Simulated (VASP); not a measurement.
# C in VASP: a series of runs, part 2 of 2

VASP 6.6.1. Earlier steps stand in the parts before.

**3. Single point, PBEsol (volume scaled by 0.94)**

The input, INCAR:

```
SYSTEM = C
  PREC = Accurate
  ENCUT = 520
  EDIFF = 1E-6
  ISMEAR = -1
  SIGMA = 0.05
  LREAL = .False.
  LASPH = .True.
  NELM = 100
  ALGO = Normal
  ISIF = 2
  LWAVE = .False.
  LCHARG = .False.
  GGA = PS
  NBANDS = 11
```

The input, KPOINTS:

```
regular mesh
0
Gamma
  12 12 3
  0 0 0
```

The input, POSCAR:

```
C
1.0
    2.4060301715      0.0000000000      0.0000000000
   -1.2030150858      2.0836832508      0.0000000000
    0.0000000000      0.0000000000      8.3497993649
C
2
Direct
    0.6666666667      0.3333333333      0.0000000000
    0.3333333333      0.6666666667      0.0000000000
```

Potentials or basis: VASP PAW PBE potentials, release 64 (C).

Started as:

```bash
> cat potpaw_PBE.64/C/POTCAR > POTCAR
> mpirun -np 1 vasp_std > vasp.out
```

OUTCAR:

```text
SYSTEM = C
   PREC = Accurate
   ENCUT = 520
   EDIFF = 1E-6
   ISMEAR = -1
   LREAL = .False.
   LASPH = .True.
   NELM = 100
   ISIF = 2
   GGA = PS

 ion  position               nearest neighbor table
   1  0.667  0.333  0.000-   2 1.39   2 1.39   2 1.39
   2  0.333  0.667  0.000-   1 1.39   1 1.39   1 1.39

  LATTYP: Found a hexagonal cell.
 ALAT       =     2.4060301715
 C/A-ratio  =     3.4703635323

  Lattice vectors:

 A1 = (   2.4060301715,   0.0000000000,   0.0000000000)
 A2 = (  -1.2030150858,   2.0836832508,   0.0000000000)
 A3 = (   0.0000000000,   0.0000000000,   8.3497993649)

Analysis of symmetry for initial positions (statically):
=====================================================================
 Subroutine PRICEL returns:
 Original cell was already a primitive cell.

 Routine SETGRP: Setting up the symmetry group for a
 hexagonal supercell.

 Subroutine GETGRP returns: Found 24 space group operations
 (whereof 24 operations were pure point group operations)
 out of a pool of 24 trial point group operations.

The static configuration has the point symmetry D_6h.

Analysis of symmetry for dynamics (positions and initial velocities):
=====================================================================
 Subroutine PRICEL returns:
 Original cell was already a primitive cell.

 Routine SETGRP: Setting up the symmetry group for a
 hexagonal supercell.

 Subroutine GETGRP returns: Found 24 space group operations
 (whereof 24 operations were pure point group operations)
 out of a pool of 24 trial point group operations.

The dynamic configuration has the point symmetry D_6h.

 Subroutine INISYM returns: Found 24 space group operations
 (whereof 24 operations are pure point group operations),
 and found     1 'primitive' translations

----------------------------------------------------------------------------------------

                                     Primitive cell

  volume of cell :      41.8609

  direct lattice vectors                    reciprocal lattice vectors
     2.406030171  0.000000000  0.000000000     0.415622386  0.239959696  0.000000000
    -1.203015086  2.083683251  0.000000000     0.000000000  0.479919393  0.000000000
     0.000000000  0.000000000  8.349799365     0.000000000  0.000000000  0.119763357

  length of vectors
     2.406030171  2.406030172  8.349799365     0.479919393  0.479919393  0.119763357

  position of ions in fractional coordinates (direct lattice)
     0.666666667  0.333333333  0.000000000
     0.333333333  0.666666667  0.000000000

  ion indices of the primitive-cell ions
   primitive index   ion index
                 1           1
                 2           2

----------------------------------------------------------------------------------------

 KPOINTS: regular mesh

Automatic generation of k-mesh.
 Grid dimensions read from file:
 generate k-points for:   12   12    3

 Generating k-lattice:

  Cartesian coordinates                     Fractional coordinates (reciprocal lattice)
     0.034635199  0.019996641  0.000000000     0.083333333 -0.000000000  0.000000000
     0.000000000  0.039993283  0.000000000     0.000000000  0.083333333  0.000000000
     0.000000000  0.000000000  0.039921119     0.000000000  0.000000000  0.333333333

  Length of vectors
     0.039993283  0.039993283  0.039921119

  Shift w.r.t. Gamma in fractional coordinates (k-lattice)
     0.000000000  0.000000000  0.000000000

 Subroutine IBZKPT returns following result:
 ===========================================

 Found     38 irreducible k-points:

 Following reciprocal coordinates:
            Coordinates               Weight
  0.000000  0.000000  0.000000      1.000000
  0.083333 -0.000000  0.000000      6.000000
  0.166667 -0.000000  0.000000      6.000000
  0.250000  0.000000  0.000000      6.000000
  0.333333  0.000000  0.000000      6.000000
  0.416667 -0.000000  0.000000      6.000000
[... 16 lines left out ...]
  0.250000  0.000000  0.333333     12.000000
  0.333333  0.000000  0.333333     12.000000
 [... further k-points ...]
   k-points           NKPTS =     38   k-points in BZ     NKDIM =     38   number of bands    NBANDS=     11
   number of dos      NEDOS =    301   number of ions     NIONS =      2
   total plane-waves  NPLWV =  20736
   dimension x,y,z NGX =    18 NGY =   18 NGZ =   64
   dimension x,y,z NGXF=    36 NGYF=   36 NGZF=  128
   ions per type =               2
   NGX,Y,Z   is equivalent  to a cutoff of  12.44, 12.44, 12.74 a.u.
   NGXF,Y,Z  is equivalent  to a cutoff of  24.87, 24.87, 25.49 a.u.
 SYSTEM =  C
   PREC   = accura    normal or accurate (medium, high low for compatibility)
   ISTART =      0    job   : 0-new  1-cont  2-samecut
   ICHARG =      2    charge: 1-file 2-atom 10-const
   ISPIN  =      1    spin polarized calculation?
   LNONCOLLINEAR =      F non collinear calculations
   LSORBIT =      F    spin-orbit coupling
   LASPH  =      T    aspherical Exc in radial PAW
   ENCUT  =  520.0 eV  38.22 Ry    6.18 a.u.   4.47  4.47 15.53*2*pi/ulx,y,z
   NELM   =    100;   NELMIN=  2; NELMDL= -5     # of ELM steps
   EDIFF  = 0.1E-05   stopping-criterion for ELM
   LREAL  =      F    real-space projection
   EDIFFG = 0.1E-04   stopping-criterion for IOM
   NSW    =      0    number of steps for IOM
   IBRION =     -1    ionic relax: 0-MD 1-quasi-New 2-CG
   NFREE  =      0    steps in history (QN), initial steepest desc. (CG)
   ISIF   =      2    stress and relaxation
   ISYM   =      2    0-nonsym 1-usesym 2-fastsym
   POTIM  = 0.5000    time-step for ionic-motion
   TEBEG  =    0.0;   TEEND  =   0.0 temperature during run
   PSTRESS=    0.0 pullay stress
   NELECT =       8.0000    total number of electrons
   NUPDOWN=      -1.0000    fix difference up-down
   EMIN   =  10.00;   EMAX   =-10.00  energy-range for DOS
   EFERMI =   0.00;   METHOD = LEGACY
   ISMEAR =    -1;   SIGMA  =   0.05  broadening in eV -4-tet -1-fermi 0-gaus
   EFERMI_NEDOS =   21; number of points for ismear=-14 and -15
   IALGO  =     38    algorithm
   IMIX   =      4    mixing-type and parameters
     AMIX     =   0.40;   BMIX     =  1.00
     AMIX_MAG =   1.60;   BMIX_MAG =  1.00
  volume/ion in A,a.u.               =      20.93       141.25
  Fermi-wavevector in a.u.,A,eV,Ry     =   0.942979  1.781971 12.098421  0.889209
  Thomas-Fermi vector in A             =   2.070641
   LORBIT       =      0    0 simple, 1 ext, 2 COOP (PROOUT), +10 PAW based schemes
   GGA     = PS    functional components
   LHFCALC =     F    Hartree Fock is set to
   AEXX    =    0.0000 exact exchange contribution
   IVDW    =     0    specifies the selected vdW correction
   LEPSILON=     F    determine dielectric tensor
   LRPA    =     F    only Hartree local field effects (RPA)
 non-spin polarized calculation
  energy-cutoff  :      520.00
  volume of cell :       41.86
 maximum number of plane-waves:      1159
 NGX is ok and might be reduce to    18
   NGX =  9   NGY =  9   NGZ = 31

 number of electron       8.0000001 magnetization

 Free energy of the ion-electron system (eV)
  ---------------------------------------------------
  ext. energy  EPLUGINS =         0.00000000
  ---------------------------------------------------
  free energy    TOTEN  =       -19.20486352 eV

  energy without entropy =      -19.20293811  energy(sigma->0) =      -19.20390082

 E-fermi :  -0.4103     XC(G=0):  -5.1268

 val. band max:       -0.4103206958   @ k =   0.3333   0.3333   0.3333
 cond. band min:      -0.4102631789   @ k =   0.3333   0.3333   0.0000
 fundamental gap:      0.0000575169
 Fermi energy:        -0.4103015232

 k-point     1 :       0.0000    0.0000    0.0000
  band No.  band energies     occupation
      1     -20.4922      2.00000
      2      -8.5696      2.00000
      3      -3.3780      2.00000
      4      -3.3780      2.00000
      5       2.4767      0.00000
      6       4.9720      0.00000
      7       6.5738      0.00000
      8       8.3696      0.00000
      9       8.3696      0.00000
     10      11.9601      0.00000
     11      13.5871      0.00000
[... 309 lines left out ...]
 k-point    24 :       0.3333    0.0000    0.3333
  band No.  band energies     occupation
      1     -17.7890      2.00000
      2     -10.2250      2.00000
      3      -6.3360      2.00000
      4      -5.3739      2.00000
      5       4.7901      0.00000
      6       6.5617      0.00000
      7       7.5641      0.00000
      8       8.0207      0.00000
      9      11.6294      0.00000
     10      14.8771      0.00000
     11      16.2402      0.00000

 [... further k-points ...]
[... 5 lines left out ...]
  --------------------------------------------------------------------------------------
  -------------------------------------------------------------------------------------
  Total        3.2830658      3.2830658     -0.0102704     -0.0000000      0.0000000      0.0000000
  in kB      125.6554569    125.6554569     -0.3930855     -0.0000000      0.0000000      0.0000000
  external PRESSURE =      83.6392761 kB  Pullay stress =       0.0000000 kB

 VOLUME and BASIS-vectors are now :
 -----------------------------------------------------------------------------
  energy-cutoff  :      520.00
  volume of cell :       41.86
      direct lattice vectors                 reciprocal lattice vectors
     2.406030171  0.000000000  0.000000000     0.415622386  0.239959696  0.000000000
    -1.203015086  2.083683251  0.000000000     0.000000000  0.479919393  0.000000000
     0.000000000  0.000000000  8.349799365     0.000000000  0.000000000  0.119763357

 POSITION                                       TOTAL-FORCE (eV/Angst)
 -----------------------------------------------------------------------------------
      1.20302      0.69456      0.00000        -0.000000      0.000000      0.000000
     -0.00000      1.38912      0.00000         0.000000     -0.000000     -0.000000
 -----------------------------------------------------------------------------------
    total drift:                                0.000000     -0.000000      0.000000

  FREE ENERGIE OF THE ION-ELECTRON SYSTEM (eV)
  ---------------------------------------------------
  free  energy   TOTEN  =       -19.2048635236 eV

  energy  without entropy=      -19.2029381148  energy(sigma->0) =      -19.20390082
```

It used 16 s of CPU time on 1 thread of AMD EPYC 7R13 Processor (Zen 3), with other jobs on the host.

Results:

```
Free energy            : -19.2049 eV
Band gap on the k mesh : zero (filled and empty bands touch)
```

Caveat: the PAW data sets were made with another functional, which shifts forces and pressure a little.

**4. Single point, LDA (volume scaled by 0.98)**

The input, INCAR:

```
PREC = Accurate
ENCUT = 520
EDIFF = 1E-6
ISMEAR = -1
SIGMA = 0.05
LREAL = F
LASPH = T
NELM = 60
ALGO = Normal
ISIF = 2
LWAVE = F
LCHARG = F
NBANDS = 11
```

The input, KPOINTS:

```
regular mesh
0
Gamma
  12 12 3
```

The input, POSCAR:

```
C
1.0
    2.4396853020      0.0000000000      0.0000000000
   -1.2198426510      2.1128294488      0.0000000000
    0.0000000000      0.0000000000      8.4665949023
C
2
Direct
    0.6666666667      0.3333333333      0.0000000000
    0.3333333333      0.6666666667      0.0000000000
```

Potentials or basis: VASP PAW LDA potentials, release 64 (C).

Started as:

```bash
> cat potpaw_LDA.64/C/POTCAR > POTCAR
> mpirun -np 1 vasp_std > vasp.out
```

Wall time 21 s (1 thread of AMD EPYC 7R13 (Zen 3), shared host); peak memory 0.1 GiB.

Results (log left out):

```
Free energy            : -20.1691 eV
Band gap on the k mesh : zero (filled and empty bands touch)
```

Levels at points of the mesh, in eV from the Fermi level:
```csv
k point,band 2,band 3,band 4,band 5,band 6,band 7
"(0.00, 0.00, 0.00)",-7.86,-3.03,-3.03,3.06,5.45,7.08
"(0.50, 0.00, 0.00)",-13.35,-6.50,-2.42,1.64,7.77,11.10
```

**5. Summary**

```csv
level,potentials or basis,cell,gap on the mesh (eV)
LDA,"VASP PAW LDA potentials, release 64 (C)","a = 2.406, b = 2.406, c = 8.350 Å, angles 90.0, 90.0, 120.0°, 2 atoms",none
PBEsol,"VASP PAW PBE potentials, release 64 (C)","a = 2.406, b = 2.406, c = 8.350 Å, angles 90.0, 90.0, 120.0°, 2 atoms",none
LDA,"VASP PAW LDA potentials, release 64 (C)","a = 2.440, b = 2.440, c = 8.467 Å, angles 90.0, 90.0, 120.0°, 2 atoms",none
```

Alike in all rows: task single point; no spin polarisation; k mesh 12 × 12 × 3; cutoff (eV) 520; smearing fermi-dirac 0.05 eV.

Caveats: the PAW data sets were made with another functional, which shifts forces and pressure a little (some runs).

Absolute energies hang on the potentials; compare differences alone.
